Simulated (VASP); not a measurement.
# CdF2 (Fm-3m) in VASP: single point with r2SCAN

Aim: the single point of CdF2 with r2SCAN.

Program: VASP 6.6.1. These are calculated values, not measurements. Logs are shortened: lines on timing, memory, paths and dates and some standing lists are left out, and cuts for length are marked.

### 1 The cell of the first run

It takes space group Fm-3m (No. 225, cubic). The conventional cell has a = 5.388 Å, b = 5.388 Å, c = 5.388 Å, α = 90.00°, β = 90.00°, γ = 90.00°. Cd (site symmetry m-3m) has 8 F at 2.33 Å within 3.1 Å. F (site symmetry -43m) has 4 Cd at 2.33 Å and 6 F at 2.69 Å within 3.1 Å.

### 2 Single point, r2SCAN (13.04 Å³/atom)

File POSCAR:

```
CdF2
1.0
    0.0000000000      2.6940984906      2.6940984906
    2.6940984906      0.0000000000      2.6940984906
    2.6940984906      2.6940984906      0.0000000000
Cd F
1 2
Direct
    0.0000000000      0.0000000000      0.0000000000
    0.2500000000      0.2500000000      0.2500000000
    0.7500000000      0.7500000000      0.7500000000
```

File INCAR.step1:

```
SYSTEM = CdF2
ALGO = Normal ; EDIFF = 1E-5
ENCUT = 770 ; GGA = PE
GGA_COMPAT = .False. ; ISMEAR = 0
LASPH = .True. ; LCHARG = .False.
LREAL = .False. ; LWAVE = .True.
NBANDS = 24 ; NELM = 120
PREC = Accurate ; SIGMA = 0.05
```

File INCAR.step2:

```
SYSTEM = CdF2
ALGO = Normal ; EDIFF = 1E-6
ENCUT = 770 ; GGA_COMPAT = .False.
ISIF = 2 ; ISMEAR = 0
ISTART = 1 ; LASPH = .True.
LCHARG = .False. ; LMIXTAU = .True.
LREAL = .False. ; LWAVE = .False.
METAGGA = R2SCAN ; NBANDS = 24
NELM = 120 ; PREC = Accurate
SIGMA = 0.05
```

File KPOINTS:

```
k-points
0
Gamma
  8 8 8
  0 0 0
```

Potentials or basis: VASP PAW PBE potentials, release 64 (Cd_sv_GW, F).

The run is started by

```console
$ cat potpaw_PBE.64/Cd_sv_GW/POTCAR potpaw_PBE.64/F/POTCAR > POTCAR
$ cp INCAR.step1 INCAR
$ mpirun -np 1 vasp_std > vasp.out
$ cp INCAR.step2 INCAR
$ mpirun -np 1 vasp_std > vasp.out
```

OUTCAR:

```text
SYSTEM = CdF2
   EDIFF = 1E-6
   ENCUT = 770
   ISIF = 2
   ISMEAR = 0
   ISTART = 1
   LASPH = .True.
   LREAL = .False.
   METAGGA = R2SCAN
   NELM = 120
   PREC = Accurate

 ion  position               nearest neighbor table
   1  0.000  0.000  0.000-
   2  0.250  0.250  0.250-
   3  0.750  0.750  0.750-

  LATTYP: Found a face centered cubic cell.
 ALAT       =     5.3881969812

  Lattice vectors:

 A1 = (   0.0000000000,   2.6940984906,   2.6940984906)
 A2 = (   2.6940984906,   0.0000000000,   2.6940984906)
 A3 = (   2.6940984906,   2.6940984906,   0.0000000000)

Analysis of symmetry for initial positions (statically):
=====================================================================
 Subroutine PRICEL returns:
 Original cell was already a primitive cell.

 Routine SETGRP: Setting up the symmetry group for a
 face centered cubic supercell.

 Subroutine GETGRP returns: Found 48 space group operations
 (whereof 48 operations were pure point group operations)
 out of a pool of 48 trial point group operations.

The static configuration has the point symmetry O_h .

Analysis of symmetry for dynamics (positions and initial velocities):
=====================================================================
 Subroutine PRICEL returns:
 Original cell was already a primitive cell.

 Routine SETGRP: Setting up the symmetry group for a
 face centered cubic supercell.

 Subroutine GETGRP returns: Found 48 space group operations
 (whereof 48 operations were pure point group operations)
 out of a pool of 48 trial point group operations.

The dynamic configuration has the point symmetry O_h .

 Subroutine INISYM returns: Found 48 space group operations
 (whereof 48 operations are pure point group operations),
 and found     1 'primitive' translations

----------------------------------------------------------------------------------------

                                     Primitive cell

  volume of cell :      39.1084

  direct lattice vectors                    reciprocal lattice vectors
     0.000000000  2.694098491  2.694098491    -0.185590839  0.185590839  0.185590839
     2.694098491  0.000000000  2.694098491     0.185590839 -0.185590839  0.185590839
     2.694098491  2.694098491  0.000000000     0.185590839  0.185590839 -0.185590839

  length of vectors
     3.810030624  3.810030624  3.810030624     0.321452763  0.321452763  0.321452763

  position of ions in fractional coordinates (direct lattice)
     0.000000000  0.000000000  0.000000000
     0.250000000  0.250000000  0.250000000
     0.750000000  0.750000000  0.750000000

  ion indices of the primitive-cell ions
   primitive index   ion index
                 1           1
                 2           2
                 3           3

----------------------------------------------------------------------------------------

 KPOINTS: k-points

Automatic generation of k-mesh.
 Grid dimensions read from file:
 generate k-points for:    8    8    8

 Generating k-lattice:

  Cartesian coordinates                     Fractional coordinates (reciprocal lattice)
    -0.023198855  0.023198855  0.023198855     0.125000000  0.000000000  0.000000000
     0.023198855 -0.023198855  0.023198855     0.000000000  0.125000000  0.000000000
     0.023198855  0.023198855 -0.023198855     0.000000000  0.000000000  0.125000000

  Length of vectors
     0.040181595  0.040181595  0.040181595

  Shift w.r.t. Gamma in fractional coordinates (k-lattice)
     0.000000000  0.000000000  0.000000000

 Subroutine IBZKPT returns following result:
 ===========================================

 Found     29 irreducible k-points:

 Following reciprocal coordinates:
            Coordinates               Weight
  0.000000  0.000000  0.000000      1.000000
  0.125000  0.000000  0.000000      8.000000
  0.250000  0.000000  0.000000      8.000000
  0.375000  0.000000  0.000000      8.000000
  0.500000  0.000000  0.000000      4.000000
  0.125000  0.125000  0.000000      6.000000
[... 16 lines left out ...]
  0.500000  0.250000  0.125000     48.000000
 -0.375000  0.250000  0.125000     24.000000
 [... further k-points ...]
   k-points           NKPTS =     29   k-points in BZ     NKDIM =     29   number of bands    NBANDS=     24
   number of dos      NEDOS =    301   number of ions     NIONS =      3
   total plane-waves  NPLWV =  46656
   dimension x,y,z NGX =    36 NGY =   36 NGZ =   36
   dimension x,y,z NGXF=    72 NGYF=   72 NGZF=   72
   ions per type =               1   2
   NGX,Y,Z   is equivalent  to a cutoff of  15.71, 15.71, 15.71 a.u.
   NGXF,Y,Z  is equivalent  to a cutoff of  31.42, 31.42, 31.42 a.u.
 SYSTEM =  CdF2
   PREC   = accura    normal or accurate (medium, high low for compatibility)
   ISTART =      1    job   : 0-new  1-cont  2-samecut
   ICHARG =      0    charge: 1-file 2-atom 10-const
   ISPIN  =      1    spin polarized calculation?
   LNONCOLLINEAR =      F non collinear calculations
   LSORBIT =      F    spin-orbit coupling
   LASPH  =      T    aspherical Exc in radial PAW
   ENCUT  =  770.0 eV  56.59 Ry    7.52 a.u.   8.62  8.62  8.62*2*pi/ulx,y,z
   NELM   =    120;   NELMIN=  2; NELMDL=  0     # of ELM steps
   EDIFF  = 0.1E-05   stopping-criterion for ELM
   LREAL  =      F    real-space projection
   EDIFFG = 0.1E-04   stopping-criterion for IOM
   NSW    =      0    number of steps for IOM
   IBRION =     -1    ionic relax: 0-MD 1-quasi-New 2-CG
   NFREE  =      0    steps in history (QN), initial steepest desc. (CG)
   ISIF   =      2    stress and relaxation
   ISYM   =      2    0-nonsym 1-usesym 2-fastsym
   POTIM  = 0.5000    time-step for ionic-motion
   TEBEG  =    0.0;   TEEND  =   0.0 temperature during run
   PSTRESS=    0.0 pullay stress
   NELECT =      34.0000    total number of electrons
   NUPDOWN=      -1.0000    fix difference up-down
   EMIN   =  10.00;   EMAX   =-10.00  energy-range for DOS
   EFERMI =   0.00;   METHOD = LEGACY
   ISMEAR =     0;   SIGMA  =   0.05  broadening in eV -4-tet -1-fermi 0-gaus
   EFERMI_NEDOS =   21; number of points for ismear=-14 and -15
   IALGO  =     38    algorithm
   IMIX   =      4    mixing-type and parameters
     AMIX     =   0.40;   BMIX     =  1.00
     AMIX_MAG =   1.60;   BMIX_MAG =  1.00
  volume/ion in A,a.u.               =      13.04        87.97
  Fermi-wavevector in a.u.,A,eV,Ry     =   1.562468  2.952636 33.215968  2.441305
  Thomas-Fermi vector in A             =   2.665382
   LORBIT       =      0    0 simple, 1 ext, 2 COOP (PROOUT), +10 PAW based schemes
   METAGGA = R2SCAN    functional components
   LHFCALC =     F    Hartree Fock is set to
   AEXX    =    0.0000 exact exchange contribution
   IVDW    =     0    specifies the selected vdW correction
   LEPSILON=     F    determine dielectric tensor
   LRPA    =     F    only Hartree local field effects (RPA)
 non-spin polarized calculation
 Gauss-broadening in eV      SIGMA  =   0.05
  energy-cutoff  :      770.00
  volume of cell :       39.11
 maximum number of plane-waves:      1924
 NGX is ok and might be reduce to    36
   NGX = 17   NGY = 17   NGZ = 17

 number of electron      33.9999995 magnetization

 Free energy of the ion-electron system (eV)
  ---------------------------------------------------
  ext. energy  EPLUGINS =         0.00000000
  ---------------------------------------------------
  free energy    TOTEN  =       -33.84554009 eV

  energy without entropy =      -33.84554009  energy(sigma->0) =      -33.84554009

 E-fermi :   0.3294     XC(G=0): -11.2064

 val. band max:        0.0719326850   @ k =  -0.2500   0.5000   0.2500
 cond. band min:       3.8603640192   @ k =   0.0000   0.0000   0.0000
 fundamental gap:      3.7884313342
 Fermi energy:         0.3294235687

 k-point     1 :       0.0000    0.0000    0.0000
  band No.  band energies     occupation
      1    -100.9098      2.00000
      2     -61.1084      2.00000
      3     -61.1084      2.00000
      4     -61.1084      2.00000
      5     -21.8502      2.00000
      6     -20.7911      2.00000
[... 16 lines left out ...]
     23      20.9730      0.00000
     24      20.9730      0.00000

 k-point     2 :       0.1250    0.0000    0.0000
  band No.  band energies     occupation
      1    -100.9097      2.00000
      2     -61.1087      2.00000
      3     -61.1084      2.00000
      4     -61.1084      2.00000
      5     -21.8027      2.00000
      6     -20.8333      2.00000
[... 16 lines left out ...]
     23      20.5362      0.00000
     24      20.5362      0.00000

 k-point     3 :       0.2500    0.0000    0.0000
  band No.  band energies     occupation
      1    -100.9097      2.00000
      2     -61.1096      2.00000
      3     -61.1086      2.00000
      4     -61.1086      2.00000
      5     -21.6736      2.00000
      6     -20.9479      2.00000
[... 16 lines left out ...]
     23      19.8095      0.00000
     24      20.3173      0.00000

 k-point     4 :       0.3750    0.0000    0.0000
  band No.  band energies     occupation
      1    -100.9097      2.00000
      2     -61.1105      2.00000
      3     -61.1087      2.00000
      4     -61.1087      2.00000
      5     -21.4960      2.00000
      6     -21.1086      2.00000
[... 16 lines left out ...]
     23      19.2705      0.00000
     24      19.8602      0.00000

 k-point     5 :       0.5000    0.0000    0.0000
  band No.  band energies     occupation
      1    -100.9096      2.00000
      2     -61.1108      2.00000
      3     -61.1088      2.00000
      4     -61.1088      2.00000
      5     -21.3324      2.00000
      6     -21.2644      2.00000
[... 16 lines left out ...]
     23      19.0645      0.00000
     24      19.4812      0.00000

 k-point     6 :       0.1250    0.1250    0.0000
  band No.  band energies     occupation
      1    -100.9097      2.00000
      2     -61.1087      2.00000
      3     -61.1085      2.00000
      4     -61.1085      2.00000
      5     -21.7881      2.00000
      6     -20.8455      2.00000
[... 16 lines left out ...]
     23      20.3868      0.00000
     24      21.0891      0.00000
[... 379 lines left out ...]
 k-point    21 :       0.5000    0.5000    0.0000
  band No.  band energies     occupation
      1    -100.9096      2.00000
      2     -61.1108      2.00000
      3     -61.1093      2.00000
      4     -61.1093      2.00000
      5     -21.4054      2.00000
      6     -21.1469      2.00000
[... 16 lines left out ...]
     23      20.6084      0.00000
     24      22.1177      0.00000

 k-point    22 :       0.3750    0.2500    0.1250
  band No.  band energies     occupation
      1    -100.9097      2.00000
      2     -61.1099      2.00000
      3     -61.1090      2.00000
      4     -61.1088      2.00000
      5     -21.5841      2.00000
      6     -21.0198      2.00000
[... 16 lines left out ...]
     23      20.4125      0.00000
     24      23.0335      0.00000

 k-point    23 :       0.5000    0.2500    0.1250
  band No.  band energies     occupation
      1    -100.9096      2.00000
      2     -61.1103      2.00000
      3     -61.1093      2.00000
      4     -61.1089      2.00000
      5     -21.4411      2.00000
      6     -21.1442      2.00000
[... 16 lines left out ...]
     23      19.8168      0.00000
     24      22.8994      0.00000

 k-point    24 :      -0.3750    0.2500    0.1250
  band No.  band energies     occupation
      1    -100.9096      2.00000
      2     -61.1105      2.00000
      3     -61.1094      2.00000
      4     -61.1090      2.00000
      5     -21.3056      2.00000
      6     -21.2715      2.00000
[... 16 lines left out ...]
     23      19.5737      0.00000
     24      23.1199      0.00000

 [... further k-points ...]

------------------------ aborting loop because EDIFF is reached ----------------------------------------

  FORCE on cell =-STRESS in cart. coord.  units (eV):
  Direction    XX          YY          ZZ          XY          YZ          ZX
  --------------------------------------------------------------------------------------
  -------------------------------------------------------------------------------------
  Total       -0.0987503     -0.0987503     -0.0987503      0.0000000      0.0000000      0.0000000
  in kB       -4.0455605     -4.0455605     -4.0455605      0.0000000      0.0000000      0.0000000
  external PRESSURE =      -4.0455605 kB  Pullay stress =       0.0000000 kB

 VOLUME and BASIS-vectors are now :
 -----------------------------------------------------------------------------
  energy-cutoff  :      770.00
  volume of cell :       39.11
      direct lattice vectors                 reciprocal lattice vectors
     0.000000000  2.694098491  2.694098491    -0.185590839  0.185590839  0.185590839
     2.694098491  0.000000000  2.694098491     0.185590839 -0.185590839  0.185590839
     2.694098491  2.694098491  0.000000000     0.185590839  0.185590839 -0.185590839

 POSITION                                       TOTAL-FORCE (eV/Angst)
 -----------------------------------------------------------------------------------
      0.00000      0.00000      0.00000         0.000000      0.000000      0.000000
      1.34705      1.34705      1.34705         0.000000     -0.000000      0.000000
      4.04115      4.04115      4.04115        -0.000000      0.000000     -0.000000
 -----------------------------------------------------------------------------------
    total drift:                               -0.000000      0.000000      0.000000

  FREE ENERGIE OF THE ION-ELECTRON SYSTEM (eV)
  ---------------------------------------------------
  free  energy   TOTEN  =       -33.8455400939 eV

  energy  without entropy=      -33.8455400939  energy(sigma->0) =      -33.84554009
```

Wall time 4 min (1 thread of AMD EPYC 7R13 (Zen 3), shared host); peak memory 0.22 GiB.

Results:

| Item | Value |
| --- | --- |
| Free energy | -33.8455 eV |
| Pressure | -0.4 GPa |
| Band gap on the k mesh | 3.79 eV (least direct gap 4.31 eV) |

Caveat: the PAW data sets were made with another functional, which shifts forces and pressure a little. r2SCAN opens gaps a little over a GGA but as a rule still falls short of measured ones.
